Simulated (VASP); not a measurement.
# W (Im-3m) in VASP: a series of runs

The runs below take W through elastic constants, phonons, density of states, with PBEsol, RPBE+D3(BJ), PBE, revPBE, BLYP.

Program: VASP 6.6.1. These are calculated values, not measurements. Logs are shortened: lines on timing, memory, paths and dates and some standing lists are left out, and cuts for length are marked.

## 1. The cell of the first run

It takes space group Im-3m (No. 229, cubic). The conventional cell has a = 3.165 Å, b = 3.165 Å, c = 3.165 Å, α = 90.00°, β = 90.00°, γ = 90.00°. W (site symmetry m-3m) has 14 W at 2.74 to 3.16 Å within 3.6 Å.

## 2. Elastic constants, PBEsol

INCAR reads:

```
SYSTEM = W
ALGO = Normal
EDIFF = 1E-8
ENCUT = 600
GGA = PS
IBRION = 6
ISIF = 3
ISMEAR = -1
LASPH = .True.
LCHARG = .False.
LREAL = .False.
LWAVE = .False.
NELM = 80
NFREE = 2
NSW = 1
POTIM = 0.015
PREC = Accurate
SIGMA = 0.05
```

KPOINTS reads:

```
k-points
0
Gamma
  10 10 10
  0 0 0
```

POSCAR reads:

```
W
1.0
   -1.5823450000      1.5823450000      1.5823450000
    1.5823450000     -1.5823450000      1.5823450000
    1.5823450000      1.5823450000     -1.5823450000
W
1
Direct
    0.0000000000      0.0000000000      0.0000000000
```

Potentials or basis: VASP PAW PBE potentials, release 64 (W_sv).

Command:

```sh
> cat potpaw_PBE.64/W_sv/POTCAR > POTCAR
> mpirun -np 1 vasp_std > vasp.out
```

OUTCAR:

```text
SYSTEM = W
   EDIFF = 1E-8
   ENCUT = 600
   GGA = PS
   IBRION = 6
   ISIF = 3
   ISMEAR = -1
   LASPH = .True.
   LREAL = .False.
   NELM = 80
   NFREE = 2
   NSW = 1
   POTIM = 0.015
   PREC = Accurate

 ion  position               nearest neighbor table
   1  0.000  0.000  0.000-

  LATTYP: Found a body centered cubic cell.
 ALAT       =     3.1646900000

  Lattice vectors:

 A1 = (  -1.5823450000,   1.5823450000,   1.5823450000)
 A2 = (   1.5823450000,  -1.5823450000,   1.5823450000)
 A3 = (   1.5823450000,   1.5823450000,  -1.5823450000)

Analysis of symmetry for initial positions (statically):
=====================================================================
 Subroutine PRICEL returns:
 Original cell was already a primitive cell.

 Routine SETGRP: Setting up the symmetry group for a
 body centered cubic supercell.

 Subroutine GETGRP returns: Found 48 space group operations
 (whereof 48 operations were pure point group operations)
 out of a pool of 48 trial point group operations.

The static configuration has the point symmetry O_h .

Analysis of symmetry for dynamics (positions and initial velocities):
=====================================================================
 Subroutine PRICEL returns:
 Original cell was already a primitive cell.

 Routine SETGRP: Setting up the symmetry group for a
 body centered cubic supercell.

 Subroutine GETGRP returns: Found 48 space group operations
 (whereof 48 operations were pure point group operations)
 out of a pool of 48 trial point group operations.

The dynamic configuration has the point symmetry O_h .

 Subroutine INISYM returns: Found 48 space group operations
 (whereof 48 operations are pure point group operations),
 and found     1 'primitive' translations

----------------------------------------------------------------------------------------

                                     Primitive cell

  volume of cell :      15.8476

  direct lattice vectors                    reciprocal lattice vectors
    -1.582345000  1.582345000  1.582345000     0.000000000  0.315986716  0.315986716
     1.582345000 -1.582345000  1.582345000     0.315986716  0.000000000  0.315986716
     1.582345000  1.582345000 -1.582345000     0.315986716  0.315986716  0.000000000

  length of vectors
     2.740701935  2.740701935  2.740701935     0.446872699  0.446872699  0.446872699

  position of ions in fractional coordinates (direct lattice)
     0.000000000  0.000000000  0.000000000

  ion indices of the primitive-cell ions
   primitive index   ion index
                 1           1

----------------------------------------------------------------------------------------

 KPOINTS: k-points

Automatic generation of k-mesh.
 Grid dimensions read from file:
 generate k-points for:   10   10   10

 Generating k-lattice:

  Cartesian coordinates                     Fractional coordinates (reciprocal lattice)
     0.000000000  0.031598672  0.031598672     0.100000000  0.000000000  0.000000000
     0.031598672  0.000000000  0.031598672     0.000000000  0.100000000  0.000000000
     0.031598672  0.031598672  0.000000000     0.000000000  0.000000000  0.100000000

  Length of vectors
     0.044687270  0.044687270  0.044687270

[... 97 lines left out ...]
  ---------------------------------------------------
  ext. energy  EPLUGINS =         0.00000000
  ---------------------------------------------------
  free energy    TOTEN  =       -13.79989874 eV

  energy without entropy =      -13.79564645  energy(sigma->0) =      -13.79777259

------------------------ aborting loop because EDIFF is reached ----------------------------------------

  FORCE on cell =-STRESS in cart. coord.  units (eV):
  Direction    XX          YY          ZZ          XY          YZ          ZX
  --------------------------------------------------------------------------------------
  -------------------------------------------------------------------------------------
  Total       -0.2219272     -0.2219272     -0.2219272      0.0000000     -0.0000000     -0.0000000
  in kB      -22.4366236    -22.4366236    -22.4366236      0.0000000     -0.0000000     -0.0000000
  external PRESSURE =     -22.4366236 kB  Pullay stress =       0.0000000 kB
[... 86 lines left out ...]
  FREE ENERGIE OF THE ION-ELECTRON SYSTEM (eV)
  ---------------------------------------------------
  free  energy   TOTEN  =       -13.7969315200 eV

  energy  without entropy=      -13.7926988902  energy(sigma->0) =      -13.79481521

[... ionic steps 4 to 12 ...]

--------------------------------------- Ionic step       13  -------------------------------------------

 number of electron      14.0000001 magnetization

------------------------ aborting loop because EDIFF is reached ----------------------------------------
[... 65 lines left out ...]
--------------------------------------- Ionic step       15  -------------------------------------------

 number of electron      14.0000001 magnetization

 Free energy of the ion-electron system (eV)
  ---------------------------------------------------
  ext. energy  EPLUGINS =         0.00000000
  ---------------------------------------------------
  free energy    TOTEN  =       -13.79989839 eV

  energy without entropy =      -13.79564610  energy(sigma->0) =      -13.79777225

 E-fermi :  11.4115     XC(G=0): -13.7647

 val. band max:       11.3176627479   @ k =   0.5000   0.5000   0.2000
 cond. band min:      11.4916713863   @ k =   0.1000   0.1000   0.0000
 fundamental gap:      0.1740086384
 Fermi energy:        11.4115036470

 k-point     1 :       0.0000    0.0000    0.0000
  band No.  band energies     occupation
      1     -62.8844      2.00000
      2     -26.4404      2.00000
      3     -26.4404      2.00000
      4     -26.4404      2.00000
      5       1.6249      2.00000
      6      10.0327      2.00000
      7      10.0327      2.00000
      8      10.0327      2.00000
      9      13.5090      0.00000
     10      13.5090      0.00000
     11      25.8231      0.00000
[... 309 lines left out ...]
 k-point    24 :      -0.3000    0.3000    0.1000
  band No.  band energies     occupation
      1     -62.7857      2.00000
      2     -27.2923      2.00000
      3     -26.7657      2.00000
      4     -26.5436      2.00000
      5       5.0427      2.00000
      6       8.8297      2.00000
      7       9.1881      2.00000
      8      12.0759      0.00000
      9      13.7407      0.00000
     10      14.5117      0.00000
     11      25.0313      0.00000

 [... further k-points ...]

------------------------ aborting loop because EDIFF is reached ----------------------------------------

  FORCE on cell =-STRESS in cart. coord.  units (eV):
  Direction    XX          YY          ZZ          XY          YZ          ZX
  --------------------------------------------------------------------------------------
  -------------------------------------------------------------------------------------
  Total       -0.2219538     -0.2219538     -0.2219538      0.0000000      0.0000000      0.0000000
  in kB      -22.4393130    -22.4393130    -22.4393130      0.0000000      0.0000000      0.0000000
  external PRESSURE =     -22.4393130 kB  Pullay stress =       0.0000000 kB
[... 16 lines left out ...]
  FREE ENERGIE OF THE ION-ELECTRON SYSTEM (eV)
  ---------------------------------------------------
  free  energy   TOTEN  =       -13.7998983919 eV

  energy  without entropy=      -13.7956461047  energy(sigma->0) =      -13.79777225

 INTERNAL STRAIN TENSORS FROM STRAINED CELLS
 ============================================

 INTERNAL STRAIN TENSOR FOR ION    1 for displacements in x,y,z  (eV/Angst):
          X           Y           Z          XY          YZ          ZX
  --------------------------------------------------------------------------------
  x     0.00000     0.00000    -0.00000     0.00000     0.00000    -0.00000
  y    -0.00000     0.00000     0.00000    -0.00000    -0.00000     0.00000
  z     0.00000    -0.00000    -0.00000     0.00000     0.00000     0.00000

 INTERNAL STRAIN TENSORS FROM DISPLACED ATOMS
 ============================================

 INTERNAL STRAIN TENSOR FOR ION    1 for displacements in x,y,z  (eV/Angst):
          X           Y           Z          XY          YZ          ZX
  --------------------------------------------------------------------------------
  x     0.00000     0.00000     0.00000     0.00000     0.00000     0.00000
  y     0.00000     0.00000     0.00000     0.00000     0.00000     0.00000
  z     0.00000     0.00000     0.00000     0.00000     0.00000     0.00000

 Eigenvectors and eigenvalues of the dynamical matrix
 ----------------------------------------------------

   1 f  =    0.000000 THz     0.000000 2PiTHz    0.000000 cm-1     0.000000 meV
             X         Y         Z           dx          dy          dz
      0.000000  0.000000  0.000000     0.000000    1.000000    0.000000

   2 f  =    0.000000 THz     0.000000 2PiTHz    0.000000 cm-1     0.000000 meV
             X         Y         Z           dx          dy          dz
      0.000000  0.000000  0.000000     1.000000    0.000000    0.000000

   3 f  =    0.000000 THz     0.000000 2PiTHz    0.000000 cm-1     0.000000 meV
             X         Y         Z           dx          dy          dz
      0.000000  0.000000  0.000000     0.000000    0.000000    1.000000

--------------------------------------------------------------------------------------------------------

 ELASTIC MODULI CONTR FROM IONIC RELAXATION (kBar)
 Direction    XX          YY          ZZ          XY          YZ          ZX
 --------------------------------------------------------------------------------
 XX           0.0000      0.0000      0.0000      0.0000      0.0000      0.0000
 YY           0.0000      0.0000      0.0000      0.0000      0.0000      0.0000
 ZZ           0.0000      0.0000      0.0000      0.0000      0.0000      0.0000
 XY           0.0000      0.0000      0.0000      0.0000      0.0000      0.0000
 YZ           0.0000      0.0000      0.0000      0.0000      0.0000      0.0000
 ZX           0.0000      0.0000      0.0000      0.0000      0.0000      0.0000
 --------------------------------------------------------------------------------

 TOTAL ELASTIC MODULI (kBar)
 Direction    XX          YY          ZZ          XY          YZ          ZX
 --------------------------------------------------------------------------------
 XX        5476.7483   2092.8430   2092.8430     -0.0000      0.0000     -0.0000
 YY        2092.8430   5476.7483   2092.8430      0.0000      0.0000      0.0000
 ZZ        2092.8430   2092.8430   5476.7483      0.0000      0.0000     -0.0000
 XY          -0.0000      0.0000      0.0000   1348.7874      0.0000     -0.0000
 YZ           0.0000      0.0000      0.0000      0.0000   1348.7874      0.0000
 ZX          -0.0000      0.0000     -0.0000     -0.0000      0.0000   1348.7874
 --------------------------------------------------------------------------------
```

Wall time 1.9 min (1 thread of Intel Xeon 6975P-C (Granite Rapids), shared host); peak memory 0.23 GiB.

Results:

```yaml
Elastic_constants_C11_C12_C44: 548, 209, 135 GPa
Voigt_bulk_modulus: 322 GPa
```

Elastic tensor in Voigt notation (GPa, in the Cartesian axes of the cell as first typed):
```
548 209 209   0   0   0
209 548 209   0   0   0
209 209 548   0   0   0
  0   0   0 135   0   0
  0   0   0   0 135   0
  0   0   0   0   0 135
```

Clamped-ion elastic tensor (GPa):
```
548 209 209   0   0   0
209 548 209   0   0   0
209 209 548   0   0   0
  0   0   0 135   0   0
  0   0   0   0 135   0
  0   0   0   0   0 135
```

Caveat: the cell is under stress, which shifts elastic constants; the PAW data sets were made with another functional, which shifts forces and pressure a little; spin-orbit coupling is left out, which moves the levels of the heavy elements.

[end of part 1 of 4]
